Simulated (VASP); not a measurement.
# SiC in VASP: a series of runs

Runs on SiC. Level: PBE. Tasks: single point.

Program: VASP 6.6.1. These are calculated values, not measurements. Logs are shortened: lines on timing, memory, paths and dates and some standing lists are left out, and cuts for length are marked.

## (1) The cell of the first run

The cell holds an amorphous packing of atoms, 16 atoms: a = 5.822 Å, b = 5.849 Å, c = 5.422 Å, α = 92.66°, β = 93.36°, γ = 87.54°.

## (2) Single point, PBE

Input file INCAR:

```
PREC = Accurate ; ENCUT = 520
EDIFF = 1E-7 ; ISMEAR = -1
SIGMA = 0.1379 ; LREAL = Auto
LASPH = True ; NELM = 60
ALGO = Normal ; ISIF = 2
LWAVE = False ; LCHARG = False
GGA = PE ; NBANDS = 46
ISYM = 0
```

Input file KPOINTS:

```
Automatic mesh
0
Gamma
  1 1 1
  0.25 0.25 0.25
```

Input file POSCAR:

```
SiC
1.0
    5.8188710000      0.1233160000     -0.1634130000
    0.1233160000      5.8466490000     -0.1286390000
   -0.1634130000     -0.1286390000      5.4181290000
Si C
8 8
Direct
    0.3925065390      0.1153704765      0.6817140776
    0.9651947796      0.9172061429      0.7500939633
    0.6340561214      0.4218912933      1.1163843989
    0.8720487968      0.7307184241      0.1710189989
    0.7059948315      0.3712473104      0.6791111131
    0.2746531952      0.1159975877      0.2479598984
    0.3081073516      0.7368161751      0.3676032894
    0.3897036483      0.6655011900      0.8188773375
    0.1621980135      0.1845312376      0.8572204866
    0.0450613715      0.3869266610      0.7414560400
    0.6113677941      1.0741440273      0.0861833040
    0.1092359747      0.6379604343      0.8772788855
    0.8651577932      0.2787900500      0.3624978851
    0.0760683484      0.3271397639      0.4437986783
    0.6344641432      0.8944112367      0.9008476646
    0.8143799023      1.0285482356      0.2796475830
```

Potentials or basis: VASP PAW PBE potentials, release 64 (Si, C).

On the command line:

```
> cat potpaw_PBE.64/Si/POTCAR potpaw_PBE.64/C/POTCAR > POTCAR
> mpirun -np 1 vasp_std > vasp.out
```

OUTCAR:

```text
PREC = Accurate
   ENCUT = 520
   EDIFF = 1E-7
   ISMEAR = -1
   LREAL = Auto
   LASPH = True
   NELM = 60
   ISIF = 2
   GGA = PE
   ISYM = 0

 ion  position               nearest neighbor table
   1  0.393  0.115  0.682-   9 1.71  15 2.20   5 2.41   6 2.41  11 2.49  14 2.50  10 2.54   8 2.77
                             7 2.77   2 2.84
   2  0.965  0.917  0.750-  12 1.94   9 2.02  15 2.15   4 2.67   8 2.84   1 2.84   5 3.03   7 3.08

   3  0.634  0.422  0.116-  13 2.02  11 2.04   4 2.32   5 2.43   8 2.54   7 2.94   6 2.95   5 3.08

   4  0.872  0.731  0.171-  16 1.84  15 2.18  12 2.20   3 2.32  11 2.51   2 2.67   7 2.70
   5  0.706  0.371  0.679-  10 1.99  13 2.04   1 2.41   3 2.43  14 2.57   8 2.59   2 3.03   3 3.08

   6  0.275  0.116  0.248-  14 1.97  11 2.19   9 2.23   7 2.34   1 2.41   3 2.95
   7  0.308  0.737  0.368-   6 2.34   8 2.52   4 2.70   1 2.77   3 2.94   8 3.05   2 3.08
   8  0.390  0.666  0.819-  12 1.70  15 2.01   7 2.52   3 2.54   5 2.59   1 2.77   2 2.84   7 3.05

   9  0.162  0.185  0.857-  10 1.49   1 1.71   2 2.02   6 2.23
  10  0.045  0.387  0.741-   9 1.49  14 1.65  12 1.66   5 1.99   1 2.54
  11  0.611  0.074  0.086-  15 1.43  16 1.56   3 2.04   6 2.19   1 2.49   4 2.51
  12  0.109  0.638  0.877-  10 1.66   8 1.70   2 1.94   4 2.20
  13  0.865  0.279  0.362-  14 1.32  16 1.55   3 2.02   5 2.04
  14  0.076  0.327  0.444-  13 1.32  10 1.65   6 1.97   1 2.50   5 2.57
  15  0.634  0.894  0.901-  11 1.43   8 2.01   2 2.15   4 2.18   1 2.20
  16  0.814  0.029  0.280-  13 1.55  11 1.56   4 1.84

IMPORTANT INFORMATION: All symmetrisations will be switched off!
NOSYMM: (Re-)initialisation of all symmetry stuff for point group C_1.

----------------------------------------------------------------------------------------

                                     Primitive cell

  volume of cell :     184.0000

  direct lattice vectors                    reciprocal lattice vectors
     5.818871000  0.123316000 -0.163413000     0.172072577 -0.003516961  0.005106279
     0.123316000  5.846649000 -0.128639000    -0.003516961  0.171199422  0.003958600
    -0.163413000 -0.128639000  5.418129000     0.005106279  0.003958600  0.184813551

  length of vectors
     5.822471156  5.849364013  5.422118927     0.172184247  0.171281294  0.184926454

  position of ions in fractional coordinates (direct lattice)
     0.392506539  0.115370476  0.681714078
     0.965194780  0.917206143  0.750093963
     0.634056121  0.421891293  0.116384399
     0.872048797  0.730718424  0.171018999
     0.705994832  0.371247310  0.679111113
     0.274653195  0.115997588  0.247959898
     0.308107352  0.736816175  0.367603289
     0.389703648  0.665501190  0.818877337
     0.162198014  0.184531238  0.857220487
     0.045061371  0.386926661  0.741456040
     0.611367794  0.074144027  0.086183304
     0.109235975  0.637960434  0.877278885
     0.865157793  0.278790050  0.362497885
     0.076068348  0.327139764  0.443798678
     0.634464143  0.894411237  0.900847665
     0.814379902  0.028548236  0.279647583

  ion indices of the primitive-cell ions
   primitive index   ion index
                 1           1
                 2           2
                 3           3
                 4           4
                 5           5
                 6           6
                 7           7
                 8           8
                 9           9
                10          10
                11          11
                12          12
                13          13
                14          14
                15          15
                16          16

----------------------------------------------------------------------------------------

 KPOINTS: Automatic mesh

Automatic generation of k-mesh.
 Grid dimensions read from file:
 generate k-points for:    1    1    1

 Generating k-lattice:

  Cartesian coordinates                     Fractional coordinates (reciprocal lattice)
     0.172072577 -0.003516961  0.005106279     1.000000000 -0.000000000  0.000000000
    -0.003516961  0.171199422  0.003958600    -0.000000000  1.000000000  0.000000000
     0.005106279  0.003958600  0.184813551     0.000000000  0.000000000  1.000000000

  Length of vectors
     0.172184247  0.171281294  0.184926454

  Shift w.r.t. Gamma in fractional coordinates (k-lattice)
     0.250000000  0.250000000  0.250000000

 Subroutine IBZKPT returns following result:
 ===========================================

 Found      1 irreducible k-points:

 Following reciprocal coordinates:
            Coordinates               Weight
  0.250000  0.250000  0.250000      2.000000
   k-points           NKPTS =      1   k-points in BZ     NKDIM =      1   number of bands    NBANDS=     46
   number of dos      NEDOS =    301   number of ions     NIONS =     16
   total plane-waves  NPLWV =  92160
   dimension x,y,z NGX =    48 NGY =   48 NGZ =   40
   dimension x,y,z NGXF=    96 NGYF=   96 NGZF=   80
   ions per type =               8   8
   NGX,Y,Z   is equivalent  to a cutoff of  13.71, 13.64, 12.26 a.u.
   NGXF,Y,Z  is equivalent  to a cutoff of  27.41, 27.28, 24.53 a.u.
 SYSTEM =  unknown system
   PREC   = accura    normal or accurate (medium, high low for compatibility)
   ISTART =      0    job   : 0-new  1-cont  2-samecut
   ICHARG =      2    charge: 1-file 2-atom 10-const
   ISPIN  =      1    spin polarized calculation?
   LNONCOLLINEAR =      F non collinear calculations
   LSORBIT =      F    spin-orbit coupling
   LASPH  =      T    aspherical Exc in radial PAW
   ENCUT  =  520.0 eV  38.22 Ry    6.18 a.u.  10.83 10.88 10.08*2*pi/ulx,y,z
   NELM   =     60;   NELMIN=  2; NELMDL= -5     # of ELM steps
   EDIFF  = 0.1E-06   stopping-criterion for ELM
   LREAL  =      T    real-space projection
   EDIFFG = 0.1E-05   stopping-criterion for IOM
   NSW    =      0    number of steps for IOM
   IBRION =     -1    ionic relax: 0-MD 1-quasi-New 2-CG
   NFREE  =      0    steps in history (QN), initial steepest desc. (CG)
   ISIF   =      2    stress and relaxation
   ISYM   =      0    0-nonsym 1-usesym 2-fastsym
   POTIM  = 0.5000    time-step for ionic-motion
   TEBEG  =    0.0;   TEEND  =   0.0 temperature during run
   PSTRESS=    0.0 pullay stress
   NELECT =      64.0000    total number of electrons
   NUPDOWN=      -1.0000    fix difference up-down
   EMIN   =  10.00;   EMAX   =-10.00  energy-range for DOS
   EFERMI =   0.00;   METHOD = LEGACY
   ISMEAR =    -1;   SIGMA  =   0.14  broadening in eV -4-tet -1-fermi 0-gaus
   EFERMI_NEDOS =   21; number of points for ismear=-14 and -15
   IALGO  =     38    algorithm
   IMIX   =      4    mixing-type and parameters
     AMIX     =   0.40;   BMIX     =  1.00
     AMIX_MAG =   1.60;   BMIX_MAG =  1.00
  volume/ion in A,a.u.               =      11.50        77.61
  Fermi-wavevector in a.u.,A,eV,Ry     =   1.151319  2.175677 18.034996  1.325535
  Thomas-Fermi vector in A             =   2.287977
   LORBIT       =      0    0 simple, 1 ext, 2 COOP (PROOUT), +10 PAW based schemes
   GGA     = PE    functional components
   LHFCALC =     F    Hartree Fock is set to
   AEXX    =    0.0000 exact exchange contribution
   IVDW    =     0    specifies the selected vdW correction
   LEPSILON=     F    determine dielectric tensor
   LRPA    =     F    only Hartree local field effects (RPA)
 non-spin polarized calculation
  energy-cutoff  :      520.00
  volume of cell :      184.00
 maximum number of plane-waves:      4941
 NGX is ok and might be reduce to    48
   NGX = 21   NGY = 21   NGZ = 21

 number of electron      64.0000000 magnetization

 Free energy of the ion-electron system (eV)
  ---------------------------------------------------
  ext. energy  EPLUGINS =         0.00000000
  ---------------------------------------------------
  free energy    TOTEN  =      -102.07326482 eV

  energy without entropy =     -101.92957584  energy(sigma->0) =     -102.00142033

 E-fermi :   8.2216     XC(G=0): -11.0212

 val. band max:        7.8571560661   @ k =   0.2500   0.2500   0.2500
 cond. band min:       8.5921206626   @ k =   0.2500   0.2500   0.2500
 fundamental gap:      0.7349645965
 Fermi energy:         8.2215569664

 k-point     1 :       0.2500    0.2500    0.2500
  band No.  band energies     occupation
      1      -9.4333      2.00000
      2      -8.5877      2.00000
      3      -6.8186      2.00000
      4      -5.7756      2.00000
      5      -4.6617      2.00000
      6      -3.6848      2.00000
      7      -2.5608      2.00000
      8      -2.2069      2.00000
      9      -1.3767      2.00000
     10      -0.8971      2.00000
     11      -0.7086      2.00000
     12      -0.2259      2.00000
     13       0.1052      2.00000
     14       0.9225      2.00000
     15       1.7539      2.00000
     16       2.0934      2.00000
     17       2.5800      2.00000
     18       2.7591      2.00000
     19       2.9710      2.00000
     20       3.3151      2.00000
     21       3.5738      2.00000
     22       3.8897      2.00000
     23       4.2060      2.00000
     24       4.7236      2.00000
     25       5.0763      2.00000
     26       5.4677      2.00000
     27       5.7360      2.00000
     28       6.3285      2.00000
     29       6.8085      1.99993
     30       6.9193      1.99984
     31       7.3102      1.99731
     32       7.8572      1.86709
     33       8.5921      0.12747
     34       8.9846      0.00787
     35       9.3691      0.00049
     36      10.0463      0.00000
     37      10.3675      0.00000
     38      10.7037      0.00000
     39      10.9876      0.00000
     40      11.3741      0.00000
     41      11.7708      0.00000
     42      11.9458      0.00000
     43      12.2721      0.00000
     44      12.5722      0.00000
 [bands above 44 left out]

------------------------ aborting loop because EDIFF is reached ----------------------------------------

  FORCE on cell =-STRESS in cart. coord.  units (eV):
  Direction    XX          YY          ZZ          XY          YZ          ZX
  --------------------------------------------------------------------------------------
  -------------------------------------------------------------------------------------
  Total        9.7933920     -3.4279515      2.0221466     11.7533230     -4.4334983      5.7298156
  in kB       85.2758291    -29.8488417     17.6078142    102.3419018    -38.6046270     49.8922917
  external PRESSURE =      24.3449339 kB  Pullay stress =       0.0000000 kB

 VOLUME and BASIS-vectors are now :
 -----------------------------------------------------------------------------
  energy-cutoff  :      520.00
  volume of cell :      184.00
      direct lattice vectors                 reciprocal lattice vectors
     5.818871000  0.123316000 -0.163413000     0.172072577 -0.003516961  0.005106279
     0.123316000  5.846649000 -0.128639000    -0.003516961  0.171199422  0.003958600
    -0.163413000 -0.128639000  5.418129000     0.005106279  0.003958600  0.184813551

 POSITION                                       TOTAL-FORCE (eV/Angst)
 -----------------------------------------------------------------------------------
      2.18677      0.63524      3.61463         4.637263     -2.060504     -2.328756
      5.60688      5.38512      3.78839        -0.957787     -0.264638     -0.211935
      3.72250      2.52987      0.47270         0.372736     -0.604251      1.161971
      5.13650      4.35779      0.69010         1.222195     -0.205219     -0.033107
      4.04290      2.17025      3.51639        -0.965861     -0.404849      0.006390
      1.57196      0.68017      1.28368         0.647438      0.805149     -1.161757
      1.82363      4.29861      1.84659         0.213625     -0.752489      0.473777
      2.21589      3.83367      4.28749         5.131358      0.969994     -1.612559
      0.82648      0.98862      4.59429        -3.127508     -1.386362      3.207228
      0.18876      2.17240      3.96017         0.611690      2.838908     -0.574016
      3.55253      0.49780      0.35751         0.907271     -0.582878      2.501852
      0.57094      3.63055      4.65329        -4.911922     -1.118218      0.209479
      5.00938      1.69004      1.78682        -4.119129     -3.733446     -1.582370
      0.41045      1.86496      2.35004         3.657399      2.277937      2.394703
      3.65495      5.19166      4.66217        -1.296197      0.425670     -0.760235
      4.69659      0.23136      1.37841        -2.022572      3.795195     -1.690665
 -----------------------------------------------------------------------------------
    total drift:                                0.010388     -0.008449     -0.002576

  FREE ENERGIE OF THE ION-ELECTRON SYSTEM (eV)
  ---------------------------------------------------
  free  energy   TOTEN  =      -102.0732648250 eV

  energy  without entropy=     -101.9295758443  energy(sigma->0) =     -102.00142033
```

It took 15 s on 1 thread of Intel Xeon 6975P-C (Granite Rapids), shared host; peak memory 0.26 GiB.

What came out:

- Free energy: -102.0733 eV
- Pressure: 2.4 GPa
- Largest force: 5.780 eV/Å
- Band gap on the k mesh: 0.73 eV

Forces in eV/Å, atoms in the order of the input:
```
Si   4.637 -2.061 -2.329
Si  -0.958 -0.265 -0.212
Si   0.373 -0.604  1.162
Si   1.222 -0.205 -0.033
Si  -0.966 -0.405  0.006
Si   0.647  0.805 -1.162
Si   0.214 -0.752  0.474
Si   5.131  0.970 -1.613
C   -3.128 -1.386  3.207
C    0.612  2.839 -0.574
C    0.907 -0.583  2.502
C   -4.912 -1.118  0.209
C   -4.119 -3.733 -1.582
C    3.657  2.278  2.395
C   -1.296  0.426 -0.760
C   -2.023  3.795 -1.691
```

Stress tensor (GPa, compression positive):
```
 8.53 10.23  4.99
10.23 -2.98 -3.86
 4.99 -3.86  1.76
```

Caveat: the k points lie up to 1.16 Å⁻¹ apart.

## (3) Single point, PBE

Input file INCAR:

```
SYSTEM = SiC
ALGO = Normal ; EDIFF = 1E-7
ENCUT = 520 ; GGA = PE
ISIF = 2 ; ISMEAR = -1
ISYM = 0 ; LASPH = .TRUE.
LCHARG = .FALSE. ; LREAL = Auto
LWAVE = .FALSE. ; NBANDS = 46
NELM = 80 ; PREC = Accurate
SIGMA = 0.1379
```

KPOINTS is that of step 2.

Input file POSCAR:

```
SiC
1.0
    5.8188710000      0.1233160000     -0.1634130000
    0.1233160000      5.8466490000     -0.1286390000
   -0.1634130000     -0.1286390000      5.4181290000
Si C
8 8
Direct
    0.3828733447      0.1847489351      0.5815700217
    0.8889389448      0.9618061059      0.6852828634
    0.6760065925      0.5609677177      1.1706929812
    0.9831458090      0.7791457294      0.2167010667
    0.6236385250      0.4755170391      0.6472984823
    0.2518051456      0.2896228762      0.0884249953
    0.3992917239      0.8268868228      0.2525833830
    0.3744480287      0.7267204833      0.7963138700
    0.0496316872      0.2245788232      0.7716861408
   -0.0256480586      0.4866908883      0.7180091509
    0.5794347469      0.9799460409      0.0734156476
    0.0590073004      0.6773983772      0.8674825590
    0.8307162195      0.3012687088      0.2972270935
    0.0429397658      0.3927466247      0.3619106243
    0.5935468181      0.9859771179      0.7937013638
    0.8153839871      1.0758352968      0.2133975991
```

Potentials or basis: VASP PAW PBE potentials, release 64 (Si, C).

On the command line:

```
> cat potpaw_PBE.64/Si/POTCAR potpaw_PBE.64/C/POTCAR > POTCAR
> mpirun -np 1 vasp_std > vasp.out
```

Run time: 16 s. Hardware: 1 thread of Intel Xeon 6975P-C (Granite Rapids), shared host; peak memory 0.26 GiB.

It converged, with:

```
Free energy            : -102.4723 eV
Pressure               : 0.7 GPa
Largest force          : 6.098 eV/Å
Band gap on the k mesh : 0.65 eV
```

Forces on the atoms (eV/Å):
```
Si  -1.841 -1.742  0.982
Si   0.524 -0.243  0.157
Si  -0.985 -2.178 -0.860
Si   1.286  0.919 -0.423
Si   1.999 -0.530 -0.413
Si  -0.671 -0.231  0.216
Si  -2.666  1.316  2.884
Si  -0.032  1.014  0.316
C    2.245  1.723  0.672
C   -1.730 -4.126 -1.607
C    3.522  4.734 -1.542
C    0.542  1.411 -1.291
C   -0.392 -0.373 -1.302
C    2.107  1.608  0.501
C   -1.228 -0.523  2.226
C   -2.680 -2.779 -0.515
```

Stress tensor (GPa, compression positive):
```
 2.91  7.24  2.01
 7.24  2.58 -2.92
 2.01 -2.92 -3.54
```

Levels at points of the mesh, in eV from the valence-band top:
```csv
k point,band 30,band 31,band 32,band 33,band 34,band 35
"(0.25, 0.25, 0.25)",-0.69,-0.61,0.00,0.65,1.25,1.74
```

Caveat: the k points lie up to 1.16 Å⁻¹ apart.

## (4) Single point, PBE

Input file INCAR:

```
PREC = Accurate
ENCUT = 520
EDIFF = 1E-7
ISMEAR = -1
SIGMA = 0.05
LREAL = Auto
LASPH = True
NELM = 60
ALGO = Normal
ISIF = 2
LWAVE = False
LCHARG = True
GGA = PE
LELF = True
LVHAR = True
ISYM = 0
NBANDS = 46
```

KPOINTS is that of step 3.

Input file POSCAR:

```
SiC
1.0
    5.8188710000      0.1233160000     -0.1634130000
    0.1233160000      5.8466490000     -0.1286390000
   -0.1634130000     -0.1286390000      5.4181290000
Si C
8 8
Direct
    0.4003213516      0.1658136019      0.6194230165
    0.8856601263      0.9547977832      0.7153706769
    0.6052796866      0.5080211953      0.1462953185
    0.9462350348      0.7221361186      0.1744753537
    0.6398117879      0.4494797905      0.5938836441
    0.2909679411      0.2838835552      0.1542184471
    0.3642549775      0.8703873592      0.2916133518
    0.4333425174      0.7203857491      0.7894004560
    0.1058468199      0.2253264670      0.7764703494
    0.9896214633      0.4449737937      0.6359715680
    0.5862791793      1.0145581539      0.1261904960
    0.0809807369      0.6768428701      0.8018090184
    0.8529194141      0.2996786657      0.2126771962
    0.0311017263      0.4319448550      0.3185526555
    0.5825768068      0.9835751231      0.8549860559
    0.8074374922      0.0712308050      0.2753789809
```

On the command line:

```
> cat potpaw_PBE.64/Si/POTCAR potpaw_PBE.64/C/POTCAR > POTCAR
> mpirun -np 1 vasp_std > vasp.out
```

Run time: 18 s. Hardware: 1 thread of Intel Xeon 6975P-C (Granite Rapids), shared host; peak memory 0.26 GiB.

Results (log left out):

* Free energy: -105.9823 eV
* Pressure: -3.7 GPa
* Largest force: 3.981 eV/Å
* Band gap on the k mesh: 1.33 eV

Forces in eV/Å, atoms in the order of the input:
```
Si  -2.016 -1.456  1.055
Si   2.141  1.041 -0.582
Si  -0.077  0.242 -0.588
Si   2.069  0.646 -0.827
Si   1.920  0.879 -0.914
Si  -1.580 -0.649 -1.493
Si  -0.677 -0.100  0.813
Si  -2.934 -1.056 -0.293
C   -0.568  0.139 -0.782
C    1.323  0.052  1.600
C    0.302  0.896  0.967
C   -0.844  0.317 -1.315
C   -1.294 -2.252 -0.221
C    2.065  0.999  3.253
C    1.774  0.620 -0.026
C   -1.603 -0.317 -0.647
```

Stress tensor (GPa, compression positive):
```
-7.19  5.49  0.09
 5.49  2.50  0.50
 0.09  0.50 -6.56
```

Levels at points of the mesh, in eV from the valence-band top:
| k point | band 29 | band 30 | band 31 | band 32 | band 33 | band 34 | band 35 | band 36 |
| --- | --- | --- | --- | --- | --- | --- | --- | --- |
| (0.25, 0.25, 0.25) | -1.28 | -1.01 | -0.50 | 0.00 | 1.33 | 1.56 | 2.24 | 2.52 |

Caveat: the k points lie up to 1.16 Å⁻¹ apart.
